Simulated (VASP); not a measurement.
# As (R-3m) in VASP: further runs

The runs below take As through single point, with PBE.

All numbers are computed with VASP 6.6.1; they aren't measurements. Logs are shortened: lines on timing, memory, paths and dates and some standing lists are left out, and cuts for length are marked.

### 1 The cell of the first run

It takes space group R-3m (No. 166, trigonal). The conventional cell has a = 3.860 Å, b = 3.860 Å, c = 10.893 Å, α = 90.00°, β = 90.00°, γ = 120.00°. As (site symmetry 3m) has 3 As at 2.37 Å within 3.1 Å.

### 2 Single point, PBE (strained and its atoms moved)

INCAR

```
SYSTEM = As
PREC = Accurate
ENCUT = 520
EDIFF = 1E-6
ISMEAR = 0
SIGMA = 0.1
LREAL = .FALSE.
LASPH = .TRUE.
NELM = 100
ALGO = Normal
ISIF = 2
LWAVE = .FALSE.
LCHARG = .TRUE.
GGA = PE
LELF = .TRUE.
LVHAR = .TRUE.
NBANDS = 12
```

KPOINTS

```
Automatic mesh
0
G
  12 12 12
  0 0 0
```

POSCAR

```
As
1.0
    1.9297883881      1.1141638453      3.6308477474
   -1.9297883881      1.1141638453      3.6308477474
    0.0000000000     -2.2283276907      3.6308477474
As
2
Direct
    0.2036332783      0.2036332783      0.2036332783
    0.7963667217      0.7963667217      0.7963667217
```

Potentials or basis: VASP PAW PBE potentials, release 64 (As).

Run with:

```
$ cat potpaw_PBE.64/As/POTCAR > POTCAR
$ mpirun -np 1 vasp_std > vasp.out
```

OUTCAR:

```text
SYSTEM = As
   PREC = Accurate
   ENCUT = 520
   EDIFF = 1E-6
   ISMEAR = 0
   LREAL = .FALSE.
   LASPH = .TRUE.
   NELM = 100
   ISIF = 2
   GGA = PE

 ion  position               nearest neighbor table
   1  0.204  0.204  0.204-   2 2.37   2 2.37   2 2.37
   2  0.796  0.796  0.796-   1 2.37   1 2.37   1 2.37

  LATTYP: Found a trigonal (rhomboedric) cell.
 ALAT       =     4.2601055928
 COS(alpha) =     0.5895987776

  Lattice vectors:

 A1 = (   1.9297883881,   1.1141638453,   3.6308477474)
 A2 = (  -1.9297883881,   1.1141638453,   3.6308477474)
 A3 = (   0.0000000000,  -2.2283276907,   3.6308477474)

Analysis of symmetry for initial positions (statically):
=====================================================================
 Subroutine PRICEL returns:
 Original cell was already a primitive cell.

 Routine SETGRP: Setting up the symmetry group for a
 trigonal (rhombohedral) supercell.

 Subroutine GETGRP returns: Found 12 space group operations
 (whereof 12 operations were pure point group operations)
 out of a pool of 12 trial point group operations.

The static configuration has the point symmetry D_3d.

Analysis of symmetry for dynamics (positions and initial velocities):
=====================================================================
 Subroutine PRICEL returns:
 Original cell was already a primitive cell.

 Routine SETGRP: Setting up the symmetry group for a
 trigonal (rhombohedral) supercell.

 Subroutine GETGRP returns: Found 12 space group operations
 (whereof 12 operations were pure point group operations)
 out of a pool of 12 trial point group operations.

The dynamic configuration has the point symmetry D_3d.

 Subroutine INISYM returns: Found 12 space group operations
 (whereof 12 operations are pure point group operations),
 and found     1 'primitive' translations

----------------------------------------------------------------------------------------

                                     Primitive cell

  volume of cell :      46.8401

  direct lattice vectors                    reciprocal lattice vectors
     1.929788388  1.114163845  3.630847747     0.259095766  0.149589010  0.091805924
    -1.929788388  1.114163845  3.630847747    -0.259095766  0.149589010  0.091805924
     0.000000000 -2.228327691  3.630847747     0.000000000 -0.299178020  0.091805924

  length of vectors
     4.260105593  4.260105593  4.260105593     0.312946985  0.312946985  0.312946985

  position of ions in fractional coordinates (direct lattice)
     0.203633278  0.203633278  0.203633278
     0.796366722  0.796366722  0.796366722

  ion indices of the primitive-cell ions
   primitive index   ion index
                 1           1
                 2           2

----------------------------------------------------------------------------------------

 KPOINTS: Automatic mesh

Automatic generation of k-mesh.
 Grid dimensions read from file:
 generate k-points for:   12   12   12

 Generating k-lattice:

  Cartesian coordinates                     Fractional coordinates (reciprocal lattice)
     0.021591314  0.012465751  0.007650494     0.083333333  0.000000000  0.000000000
    -0.021591314  0.012465751  0.007650494     0.000000000  0.083333333  0.000000000
     0.000000000 -0.024931502  0.007650494     0.000000000  0.000000000  0.083333333

  Length of vectors
     0.026078915  0.026078915  0.026078915

  Shift w.r.t. Gamma in fractional coordinates (k-lattice)
     0.000000000  0.000000000  0.000000000

 Subroutine IBZKPT returns following result:
 ===========================================

 Found    189 irreducible k-points:

 Following reciprocal coordinates:
            Coordinates               Weight
  0.000000  0.000000  0.000000      1.000000
  0.083333  0.000000  0.000000      6.000000
  0.166667 -0.000000  0.000000      6.000000
  0.250000  0.000000  0.000000      6.000000
  0.333333  0.000000  0.000000      6.000000
  0.416667  0.000000  0.000000      6.000000
[... 16 lines left out ...]
  0.500000  0.166667  0.000000     12.000000
 -0.416667  0.166667 -0.000000     12.000000
 [... further k-points ...]
   k-points           NKPTS =    189   k-points in BZ     NKDIM =    189   number of bands    NBANDS=     12
   number of dos      NEDOS =    301   number of ions     NIONS =      2
   total plane-waves  NPLWV =  32768
   dimension x,y,z NGX =    32 NGY =   32 NGZ =   32
   dimension x,y,z NGXF=    64 NGYF=   64 NGZF=   64
   ions per type =               2
   NGX,Y,Z   is equivalent  to a cutoff of  12.49, 12.49, 12.49 a.u.
   NGXF,Y,Z  is equivalent  to a cutoff of  24.98, 24.98, 24.98 a.u.
 SYSTEM =  As
   PREC   = accura    normal or accurate (medium, high low for compatibility)
   ISTART =      0    job   : 0-new  1-cont  2-samecut
   ICHARG =      2    charge: 1-file 2-atom 10-const
   ISPIN  =      1    spin polarized calculation?
   LNONCOLLINEAR =      F non collinear calculations
   LSORBIT =      F    spin-orbit coupling
   LASPH  =      T    aspherical Exc in radial PAW
   ENCUT  =  520.0 eV  38.22 Ry    6.18 a.u.   7.92  7.92  7.92*2*pi/ulx,y,z
   NELM   =    100;   NELMIN=  2; NELMDL= -5     # of ELM steps
   EDIFF  = 0.1E-05   stopping-criterion for ELM
   LREAL  =      F    real-space projection
   EDIFFG = 0.1E-04   stopping-criterion for IOM
   NSW    =      0    number of steps for IOM
   IBRION =     -1    ionic relax: 0-MD 1-quasi-New 2-CG
   NFREE  =      0    steps in history (QN), initial steepest desc. (CG)
   ISIF   =      2    stress and relaxation
   ISYM   =      2    0-nonsym 1-usesym 2-fastsym
   POTIM  = 0.5000    time-step for ionic-motion
   TEBEG  =    0.0;   TEEND  =   0.0 temperature during run
   PSTRESS=    0.0 pullay stress
   NELECT =      10.0000    total number of electrons
   NUPDOWN=      -1.0000    fix difference up-down
   EMIN   =  10.00;   EMAX   =-10.00  energy-range for DOS
   EFERMI =   0.00;   METHOD = LEGACY
   ISMEAR =     0;   SIGMA  =   0.10  broadening in eV -4-tet -1-fermi 0-gaus
   EFERMI_NEDOS =   21; number of points for ismear=-14 and -15
   IALGO  =     38    algorithm
   IMIX   =      4    mixing-type and parameters
     AMIX     =   0.40;   BMIX     =  1.00
     AMIX_MAG =   1.60;   BMIX_MAG =  1.00
  volume/ion in A,a.u.               =      23.42       158.05
  Fermi-wavevector in a.u.,A,eV,Ry     =   0.978443  1.848989 13.025544  0.957351
  Thomas-Fermi vector in A             =   2.109219
   LORBIT       =      0    0 simple, 1 ext, 2 COOP (PROOUT), +10 PAW based schemes
   GGA     = PE    functional components
   LHFCALC =     F    Hartree Fock is set to
   AEXX    =    0.0000 exact exchange contribution
   IVDW    =     0    specifies the selected vdW correction
   LEPSILON=     F    determine dielectric tensor
   LRPA    =     F    only Hartree local field effects (RPA)
 non-spin polarized calculation
 Gauss-broadening in eV      SIGMA  =   0.10
  energy-cutoff  :      520.00
  volume of cell :       46.84
 maximum number of plane-waves:      1275
   NGX = 15   NGY = 15   NGZ = 15

 number of electron      10.0000000 magnetization

 Free energy of the ion-electron system (eV)
  ---------------------------------------------------
  ext. energy  EPLUGINS =         0.00000000
  ---------------------------------------------------
  free energy    TOTEN  =        -8.46849268 eV

  energy without entropy =       -8.46550055  energy(sigma->0) =       -8.46699661

 E-fermi :   4.5226     XC(G=0):  -9.4678

 val. band max:        4.5201349990   @ k =   0.4167   0.0833   0.0000
 cond. band min:       4.5671153876   @ k =   0.0833   0.0833   0.0000
 fundamental gap:      0.0469803886
 Fermi energy:         4.5226273546

 k-point     1 :       0.0000    0.0000    0.0000
  band No.  band energies     occupation
      1     -10.6921      2.00000
      2      -0.8118      2.00000
      3       1.4414      2.00000
      4       1.4414      2.00000
      5       3.8491      2.00000
      6       4.0344      2.00000
      7       6.7294      0.00000
      8       6.7294      0.00000
      9      11.9245      0.00000
     10      12.3900      0.00000
     11      12.3900      0.00000
     12      12.7182      0.00000

 k-point     2 :       0.0833    0.0000    0.0000
  band No.  band energies     occupation
      1     -10.6065      2.00000
      2      -1.3227      2.00000
      3       1.3270      2.00000
      4       1.4780      2.00000
      5       3.9036      2.00000
      6       4.4001      1.91685
      7       6.6770      0.00000
      8       6.9374      0.00000
      9      10.9459      0.00000
     10      12.0130      0.00000
     11      12.6930      0.00000
     12      13.3476      0.00000

 k-point     3 :       0.1667   -0.0000    0.0000
  band No.  band energies     occupation
      1     -10.3517      2.00000
      2      -2.4385      2.00000
      3       1.0493      2.00000
      4       1.5298      2.00000
      5       3.9708      2.00000
      6       4.9562      0.00000
      7       6.8567      0.00000
      8       7.4386      0.00000
      9       9.9901      0.00000
     10      11.5382      0.00000
     11      12.1134      0.00000
     12      14.3451      0.00000
[... 286 lines left out ...]
 k-point    23 :       0.5000    0.1667    0.0000
  band No.  band energies     occupation
      1      -8.4215      2.00000
      2      -6.1720      2.00000
      3      -0.8553      2.00000
      4       1.5312      2.00000
      5       3.5968      2.00000
      6       5.7638      0.00000
      7       7.7994      0.00000
      8       8.8416      0.00000
      9      10.5425      0.00000
     10      13.6999      0.00000
     11      14.4346      0.00000
     12      15.5164      0.00000

 k-point    24 :      -0.4167    0.1667   -0.0000
  band No.  band energies     occupation
      1      -8.0961      2.00000
      2      -6.6070      2.00000
      3      -0.9625      2.00000
      4       1.8992      2.00000
      5       3.4141      2.00000
      6       5.7391      0.00000
      7       7.4552      0.00000
      8       9.0565      0.00000
      9      11.2678      0.00000
     10      12.6418      0.00000
     11      13.9362      0.00000
     12      16.4091      0.00000

 [... further k-points ...]

------------------------ aborting loop because EDIFF is reached ----------------------------------------

  FORCE on cell =-STRESS in cart. coord.  units (eV):
  Direction    XX          YY          ZZ          XY          YZ          ZX
  --------------------------------------------------------------------------------------
  -------------------------------------------------------------------------------------
  Total        4.0452149      4.0452149      1.4673700      0.0000000     -0.0000000      0.0000000
  in kB      138.3675138    138.3675138     50.1917332      0.0000000     -0.0000000      0.0000000
  external PRESSURE =     108.9755869 kB  Pullay stress =       0.0000000 kB

 VOLUME and BASIS-vectors are now :
 -----------------------------------------------------------------------------
  energy-cutoff  :      520.00
  volume of cell :       46.84
      direct lattice vectors                 reciprocal lattice vectors
     1.929788388  1.114163845  3.630847747     0.259095766  0.149589010  0.091805924
    -1.929788388  1.114163845  3.630847747    -0.259095766  0.149589010  0.091805924
     0.000000000 -2.228327691  3.630847747     0.000000000 -0.299178020  0.091805924

 POSITION                                       TOTAL-FORCE (eV/Angst)
 -----------------------------------------------------------------------------------
      0.00000     -0.00000      2.21808         0.000000     -0.000000      3.186380
      0.00000     -0.00000      8.67446         0.000000      0.000000     -3.186380
 -----------------------------------------------------------------------------------
    total drift:                               -0.000000     -0.000000      0.000000

  FREE ENERGIE OF THE ION-ELECTRON SYSTEM (eV)
  ---------------------------------------------------
  free  energy   TOTEN  =        -8.4684926818 eV

  energy  without entropy=       -8.4655005470  energy(sigma->0) =       -8.46699661
```

Run time: 1.7 min. Hardware: 1 thread of Intel Xeon 8259CL, shared host; peak memory 0.23 GiB.

What came out:

| Quantity | Value |
| --- | --- |
| Free energy | -8.4685 eV |
| Pressure | 10.9 GPa |
| Largest force | 3.186 eV/Å |
| Band gap on the k mesh | zero (bands 5 and 6 overlap by 0.62 eV) |

Forces on the atoms (eV/Å):
```
As   0.000  0.000  3.186
As   0.000  0.000 -3.186
```

Caveat: the cell differs from its parent crystal (strained and its atoms moved); the stress differs along the axes, from 5 to 14 GPa; forces of over 1 eV/Å act on the atoms, so gaps and moduli don't describe the material at rest.

### 3 Single point, PBE (strained)

INCAR

```
SYSTEM = As
PREC = Accurate
ENCUT = 520
EDIFF = 1E-6
ISMEAR = 0
SIGMA = 0.1
LREAL = .False.
LASPH = .True.
NELM = 60
ALGO = Normal
ISIF = 2
LWAVE = .False.
LCHARG = .False.
GGA = PE
NBANDS = 12
```

KPOINTS

```
regular mesh
0
Gamma
  15 15 15
  0 0 0
```

POSCAR

```
As
1.0
    1.8322293912      1.0578381322      3.4499362844
   -1.8322293912      1.0578381322      3.4499362844
    0.0000000000     -2.1156762645      3.4499362844
As
2
Direct
    0.2332776132      0.2332776132      0.2332776132
    0.7667223868      0.7667223868      0.7667223868
```

Potentials or basis: VASP PAW PBE potentials, release 64 (As).

Run with:

```
$ cat potpaw_PBE.64/As/POTCAR > POTCAR
$ mpirun -np 1 vasp_std > vasp.out
```

Run time: 3.8 min. Hardware: 1 thread of Intel Xeon 8259CL, shared host; peak memory 0.28 GiB.

It converged, with:

```yaml
Free_energy: -9.2262 eV
Pressure: 6.4 GPa
Largest_force: 0.247 eV/Å
Band_gap_on_the_k_mesh: zero (bands 5 and 6 overlap by 0.69 eV)
```

Forces on the atoms (eV/Å):
```
As   0.000  0.000 -0.247
As   0.000  0.000  0.247
```

Stress tensor (GPa, compression positive):
```
7.88 0.00 0.00
0.00 7.88 0.00
0.00 0.00 3.54
```

Levels at points of the mesh, in eV from the Fermi level:
```csv
k point,band 3,band 4,band 5,band 6,band 7,band 8
"(0.00, 0.00, 0.00)",-3.11,-1.73,-1.73,2.54,3.32,3.32
```

Caveat: the cell differs from its parent crystal (strained); the cell stands under pressure.

### 4 Single point, PBE (strained)

INCAR

```
ALGO = Normal
EDIFF = 1E-6
ENCUT = 520
GGA = PE
ISIF = 2
ISMEAR = 0
LASPH = True
LCHARG = True
LELF = True
LREAL = False
LVHAR = True
LWAVE = False
NBANDS = 12
NELM = 80
PREC = Accurate
SIGMA = 0.1
```

KPOINTS

```
k-points
0
Gamma
  15 15 15
```

POSCAR

```
As
1.0
    1.9635674858      1.1336662165      3.5366273843
   -1.9635674858      1.1336662165      3.5366273843
    0.0000000000     -2.2673324330      3.5366273843
As
2
Direct
    0.2131959670      0.2131959670      0.2131959670
    0.7868040330      0.7868040330      0.7868040330
```

Run with:

```
$ cat potpaw_PBE.64/As/POTCAR > POTCAR
$ mpirun -np 1 vasp_std > vasp.out
```

It took 3.1 min on 1 thread of Intel Xeon 8259CL, shared host; peak memory 0.3 GiB.

The run converged. Its results:

- Free energy: -9.0473 eV
- Pressure: 3.0 GPa
- Largest force: 1.918 eV/Å
- Band gap on the k mesh: zero (bands 5 and 6 overlap by 0.22 eV)

Forces in eV/Å, atoms in the order of the input:
```
As   0.000  0.000  1.918
As   0.000  0.000 -1.918
```

Stress tensor (GPa, compression positive):
```
2.53 0.00 0.00
0.00 2.53 0.00
0.00 0.00 3.87
```

Levels at points of the mesh, in eV from the Fermi level:
```tsv
k point	band 2	band 3	band 4	band 5	band 6	band 7	band 8	band 9
(0.00, 0.00, 0.00)	-5.72	-2.56	-2.56	-1.02	0.34	2.50	2.50	7.28
```

Caveat: the cell differs from its parent crystal (strained); forces of over 1 eV/Å act on the atoms, so gaps and moduli don't describe the material at rest.

### 5 Single point, PBE (strained)

INCAR

```
PREC = Accurate
ENCUT = 520
EDIFF = 1E-6
ISMEAR = 0
SIGMA = 0.1
LREAL = False
LASPH = True
NELM = 60
ALGO = Normal
ISIF = 2
LWAVE = False
LCHARG = False
GGA = PE
NBANDS = 12
```

KPOINTS

```
regular mesh
0
Gamma
  15 15 15
```

POSCAR

```
As
1.0
    1.8996184093      1.0967452000      3.8363338889
   -1.8996184093      1.0967452000      3.8363338889
    0.0000000000     -2.1934903999      3.8363338889
As
2
Direct
    0.2304088066      0.2304088066      0.2304088066
    0.7695911934      0.7695911934      0.7695911934
```

Run with:

```
$ cat potpaw_PBE.64/As/POTCAR > POTCAR
$ mpirun -np 1 vasp_std > vasp.out
```

Run time: 4.4 min. Hardware: 1 thread of Intel Xeon 8259CL, shared host; peak memory 0.33 GiB.

The run converged. Its results:

```yaml
Free_energy: -9.2299 eV
Pressure: -4.5 GPa
Largest_force: 1.209 eV/Å
Band_gap_on_the_k_mesh: zero (bands 5 and 6 overlap by 0.70 eV)
```

Forces in eV/Å, atoms in the order of the input:
```
As   0.000  0.000 -1.209
As   0.000  0.000  1.209
```

Stress tensor (GPa, compression positive):
```
-3.33  0.00  0.00
 0.00 -3.33  0.00
 0.00  0.00 -6.80
```

Levels at points of the mesh, in eV from the Fermi level:
```csv
k point,band 3,band 4,band 5,band 6,band 7,band 8
"(0.00, 0.00, 0.00)",-2.91,-1.29,-1.29,2.18,2.78,2.78
```

Caveat: the cell differs from its parent crystal (strained); the cell stands under tension; forces of over 1 eV/Å act on the atoms, so gaps and moduli don't describe the material at rest.

### 6 Single point, PBE (strained)

INCAR, as its differences from that of step 5:

```diff
@@ -2,3 +2,3 @@
 ENCUT = 520
-EDIFF = 1E-6
+EDIFF = 1E-7
 ISMEAR = 0
@@ -7,3 +7,3 @@
 LASPH = True
-NELM = 60
+NELM = 100
 ALGO = Normal
```

KPOINTS is that of step 5.

POSCAR

```
As
1.0
    1.9337170644      1.1164320677      3.7949926567
   -1.9337170644      1.1164320677      3.7949926567
    0.0000000000     -2.2328641354      3.7949926567
As
2
Direct
    0.2131959670      0.2131959670      0.2131959670
    0.7868040330      0.7868040330      0.7868040330
```

Potentials or basis: VASP PAW PBE potentials, release 64 (As).

Run with:

```
$ cat potpaw_PBE.64/As/POTCAR > POTCAR
$ mpirun -np 1 vasp_std > vasp.out
```

Wall time 5.9 min (1 thread of Intel Xeon 8259CL, shared host); peak memory 0.33 GiB.

The run converged. Its results:

| Quantity | Value |
| --- | --- |
| Free energy | -9.1019 eV |
| Pressure | 2.7 GPa |
| Largest force | 1.881 eV/Å |
| Band gap on the k mesh | zero (bands 5 and 6 overlap by 0.60 eV) |

Forces on the atoms (eV/Å):
```
As   0.000  0.000  1.881
As   0.000  0.000 -1.881
```

Stress tensor (GPa, compression positive):
```
2.33 0.00 0.00
0.00 2.33 0.00
0.00 0.00 3.54
```

Levels at points of the mesh, in eV from the Fermi level:
| k point | band 3 | band 4 | band 5 | band 6 | band 7 | band 8 |
| --- | --- | --- | --- | --- | --- | --- |
| (0.00, 0.00, 0.00) | -2.43 | -2.43 | -1.52 | 0.13 | 2.32 | 2.32 |

Caveat: the cell differs from its parent crystal (strained); forces of over 1 eV/Å act on the atoms, so gaps and moduli don't describe the material at rest.

### 7 The runs side by side

| cell | k mesh | gap on the mesh (eV) | pressure (GPa) | largest force (eV/Å) |
| --- | --- | --- | --- | --- |
| a = 4.260 Å, angles 53.9°, 2 atoms, atomic positions A | 12 × 12 × 12 | none | 10.9 | 3.19 |
| a = 4.047 Å, angles 53.8°, 2 atoms, atomic positions B | 15 × 15 × 15 | none | 6.4 | 0.25 |
| a = 4.201 Å, angles 55.7°, 2 atoms, atomic positions C | 15 × 15 × 15 | none | 3.0 | 1.92 |
| a = 4.419 Å, angles 50.9°, 2 atoms, atomic positions D | 15 × 15 × 15 | none | -4.5 | 1.21 |
| a = 4.403 Å, angles 52.1°, 2 atoms, atomic positions C | 15 × 15 × 15 | none | 2.7 | 1.88 |

Alike in all rows: task single point; level PBE; potentials or basis VASP PAW PBE potentials, release 64 (As); no spin polarisation; cutoff (eV) 520; smearing gaussian 0.1 eV.

Caveats: forces of over 1 eV/Å act on the atoms, so gaps and moduli don't describe the material at rest (at least some runs); the stress differs along the axes, from 5 to 14 GPa (at least some runs); the cell stands under pressure (at least some runs); the cell stands under tension (at least some runs).

Total energies depend on the potentials used, so only differences within one code and one set of settings carry meaning.

The gap in the log of VASP goes by the Fermi energy; the results here count the filled bands.